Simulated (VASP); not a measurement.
Here is a VASP 6.6.1 calculation.

INCAR

```
SYSTEM = Ga4P
  ALGO = Normal
  EDIFF = 1E-6
  EDIFFG = -0.04
  ENCUT = 600
  GGA = PE
  IBRION = 2
  ISIF = 3
  ISMEAR = 0
  LASPH = .TRUE.
  LCHARG = .FALSE.
  LREAL = .FALSE.
  LWAVE = .FALSE.
  NELM = 60
  NSW = 90
  PREC = Accurate
  SIGMA = 0.1
```

File KPOINTS:

```
k-points
0
G
  4 4 4
  0 0 0
```

The input POSCAR:

```
Ga4P
1.0
    4.6854413500      0.0000000000      0.0000000000
    0.0000000000      4.6854413500      0.0000000000
    0.0000000000      0.0000000000      4.6854413500
Ga P
4 1
Direct
    0.2500000000      0.2500000000      0.2500000000
    0.7500000000      0.7500000000      0.2500000000
    0.2500000000      0.7500000000      0.7500000000
    0.7500000000      0.2500000000      0.7500000000
    0.0000000000      0.0000000000      0.0000000000
```

Potentials or basis: VASP PAW PBE potentials, release 64 (Ga_d, P).

Run with:

```sh
$ cat potpaw_PBE.64/Ga_d/POTCAR potpaw_PBE.64/P/POTCAR > POTCAR
$ mpirun -np 1 vasp_std > vasp.out
```

Task: Predict the relaxed volume.

Result: 20.85 Å³/atom.

Task: What does it give for the space group after relaxing (to 0.05 Å)?

Result: P-43m (No. 215).

Task: What does it give for the relaxed cell?

Result: a = 4.706 Å, b = 4.706 Å, c = 4.706 Å, α = 90.00°, β = 90.00°, γ = 90.00°.

Final structure:
```cif
data_structure
_symmetry_space_group_name_H-M 'P 1'
_symmetry_Int_Tables_number 1
_cell_length_a 4.7061
_cell_length_b 4.7061
_cell_length_c 4.7061
_cell_angle_alpha 90.000
_cell_angle_beta 90.000
_cell_angle_gamma 90.000
_cell_volume 104.23
loop_
_atom_site_label
_atom_site_type_symbol
_atom_site_fract_x
_atom_site_fract_y
_atom_site_fract_z
_atom_site_occupancy
Ga1 Ga 0.29833 0.29833 0.29833 1
Ga2 Ga 0.70167 0.70167 0.29833 1
Ga3 Ga 0.29833 0.70167 0.70167 1
Ga4 Ga 0.70167 0.29833 0.70167 1
P1 P 0.00000 0.00000 0.00000 1
```
